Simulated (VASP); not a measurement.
# Pd: electric field gradients with PBE

The system is Pd.

```xyz
1
Lattice="0.0000 1.9705 1.9705 1.9705 0.0000 1.9705 1.9705 1.9705 0.0000" Properties=species:S:1:pos:R:3 pbc="T T T"
Pd    0.0000    0.0000    0.0000
```

This cell differs from its parent crystal: volume scaled by 1.04.

| Property | Result |
| --- | --- |
| Program | VASP 6.6.1 |
| Task | electric field gradients |
| Functional | PBE |
| Potentials or basis | VASP PAW PBE potentials, release 64 (Pd) |
| Cutoff | 520 eV |
| k mesh | 18 × 18 × 18 |
| Occupations | fermi-dirac, width 0.05 eV |
| Spin | no spin polarisation |
| Dipole correction | no |
| Further INCAR settings | ALGO = Normal; EDIFF = 1e-08; NBANDS = 11 |

The pressure is -0.1 GPa and the band gap on the k mesh is zero (band 5 reaches 9.44 eV, above the bottom of band 6 at 7.96 eV).

Levels at points of the mesh, in eV from the Fermi level:
| k point | band 3 | band 4 | band 5 | band 6 | band 7 | band 8 |
| --- | --- | --- | --- | --- | --- | --- |
| (0.00, 0.00, 0.00) | -2.68 | -2.68 | -1.16 | -1.16 | 17.17 | 21.74 |
| (0.50, 0.00, 0.00) | -2.72 | -0.03 | -0.03 | 1.10 | 7.03 | 16.52 |
| (0.50, 0.50, 0.00) | -0.06 | 0.27 | 0.27 | 3.35 | 10.40 | 13.01 |

Run time: 98 s on 1 thread of AMD EPYC 7R13 (shared host), peak memory 0.13 GiB.

Caveat: without QUAD_EFG the Cq values of the log hold for a quadrupole moment of 1 mb, not for the nuclei.
